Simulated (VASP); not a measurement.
Write the native input for VASP 6.6.1 that does the following.

```
Task                   : single point
Functional             : r2SCAN
Dispersion             : D3(BJ)
Potentials or basis    : VASP PAW PBE potentials, release 64 (Al, N)
Cutoff                 : 520 eV
k mesh                 : 10 × 10 × 10
Occupations            : fermi-dirac, width 0.05 eV
Spin                   : no spin polarisation
Dipole correction      : no
Further INCAR settings : ALGO = Normal; EDIFF = 1e-06; NBANDS = 11
```

The system is AlN.

```
CELL_PARAMETERS angstrom
0.00000 2.13941 2.13941
2.13941 0.00000 2.13941
2.13941 2.13941 0.00000
ATOMIC_POSITIONS crystal
Al 0.00000 0.00000 0.00000
N 0.25000 0.25000 0.25000
```

One way to write it, as run:

POSCAR

```
AlN
1.0
    0.0000000000      2.1394097525      2.1394097525
    2.1394097525      0.0000000000      2.1394097525
    2.1394097525      2.1394097525      0.0000000000
Al N
1 1
Direct
    0.0000000000      0.0000000000      0.0000000000
    0.2500000000      0.2500000000      0.2500000000
```

INCAR.step1

```
SYSTEM = AlN
ALGO = Normal
EDIFF = 1E-4
ENCUT = 520
GGA = PE
ISMEAR = -1
LASPH = .True.
LCHARG = .False.
LREAL = .False.
LWAVE = .True.
NBANDS = 11
NELM = 100
PREC = Accurate
SIGMA = 0.05
```

INCAR.step2

```
SYSTEM = AlN
ALGO = Normal
EDIFF = 1E-6
ENCUT = 520
ISIF = 2
ISMEAR = -1
ISTART = 1
IVDW = 12
LASPH = .True.
LCHARG = .True.
LELF = .True.
LMIXTAU = .True.
LREAL = .False.
LVHAR = .True.
LWAVE = .False.
METAGGA = R2SCAN
NBANDS = 11
NELM = 100
PREC = Accurate
SIGMA = 0.05
VDW_A1 = 0.49484001
VDW_A2 = 5.73083694
VDW_S6 = 1.0
VDW_S8 = 0.78981345
```

KPOINTS

```
k-points
0
Gamma
  10 10 10
  0 0 0
```

Potentials or basis: VASP PAW PBE potentials, release 64 (Al, N).

Launch:

```bash
$ cat potpaw_PBE.64/Al/POTCAR potpaw_PBE.64/N/POTCAR > POTCAR
$ cp INCAR.step1 INCAR
$ mpirun -np 1 vasp_std > vasp.out
$ cp INCAR.step2 INCAR
$ mpirun -np 1 vasp_std > vasp.out
```

It gave:

* Pressure: 12.4 GPa
* Band gap on the k mesh: 3.98 eV, indirect (least direct gap 5.48 eV)
* Dispersion energy per atom: -0.135 eV

Caveat: the PAW data sets were made with another functional, which shifts forces and pressure a little.

Wall time 24 s on 1 thread of Intel(R) Xeon(R) Platinum 8375C CPU @ 2.90GHz (Ice Lake), on a shared host, peak memory 0.15 GiB.
